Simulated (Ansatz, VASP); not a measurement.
## CdTe in VASP and in Ansatz

The input INCAR:

```
SYSTEM = CdTe
PREC = Accurate ; ENCUT = 520
EDIFF = 1E-8 ; ISMEAR = -1
SIGMA = 0.05 ; LREAL = .False.
LASPH = .True. ; NELM = 80
ALGO = Normal ; ISIF = 2
LWAVE = .False. ; LCHARG = .False.
GGA = PE ; LEFG = .True.
NBANDS = 26
```

File KPOINTS:

```
regular mesh
0
Gamma
  9 9 6
  0 0 0
```

POSCAR

```
CdTe
1.0
    3.1056284021     -3.1353322095      0.0000000000
    3.1056284021      3.1353322095      0.0000000000
    0.0000000000      0.0000000000      6.1708013492
Cd Te
2 2
Direct
    0.2770300000      0.7229700000      0.7500000000
    0.7229700000      0.2770300000      0.2500000000
    0.7661370000      0.2338630000      0.7500000000
    0.2338630000      0.7661370000      0.2500000000
```

Input for Ansatz:

```yaml
crystal:
  lattice:
    - [3.1056284021, -3.1353322095, 0.0]
    - [3.1056284021, 3.1353322095, 0.0]
    - [0.0, 0.0, 6.1708013492]
  atoms:
    - { symbol: Cd, position: [0.27703, 0.72297, 0.75] }
    - { symbol: Cd, position: [0.72297, 0.27703, 0.25] }
    - { symbol: Te, position: [0.766137, 0.233863, 0.75] }
    - { symbol: Te, position: [0.233863, 0.766137, 0.25] }
kpoints:
  mp_grid: { grid: [9, 9, 6] }
scf:
  occupations: { method: fermi_dirac, width: 0.05 }
hamiltonian:
  xc: pbe
  pseudopotentials: { kind: all_electron, datasets: crystal }
output:
  forces: true
  stress: true
  eigenvalues: true
  efg: { contact_densities: true }
```

Change from the starting cell: volume scaled by 1.04, crystal datasets.

Alike in both runs: task electric field gradients; functional PBE; k mesh 9 × 9 × 6; occupations fermi-dirac, width 0.05 eV; no spin polarisation.

|  | VASP | Ansatz |
| --- | --- | --- |
| version | VASP 6.6.1 | Ansatz 0.2.0 |
| potentials or method | VASP PAW PBE potentials, release 64 (Cd, Te), cutoff 520 eV | all-electron PAW with datasets made for the crystal, scalar-relativistic |

Ansatz gave:

| Quantity | Value |
| --- | --- |
| pressure (GPa) | -1.9 |
| traceless stress, the component that is largest in VASP (GPa) | 0.19 |
| rms of the force components (eV/Å) | 0.031 |
| size of Vzz on the site where it differs most (V/Å²) | 10.1 |

Q: What did VASP give for the same quantities?

A: Pressure (GPa): -1.7; traceless stress, the component that is largest in VASP (GPa): 0.19; rms of the force components (eV/Å): 0.029; size of Vzz on the site where it differs most (V/Å²): 9.4.

Atom by atom the forces differ by 0.002 eV/Å (rms over components). Ansatz ran all-electron here, and VASP with PAW potentials.

Neither program's run includes spin-orbit coupling.
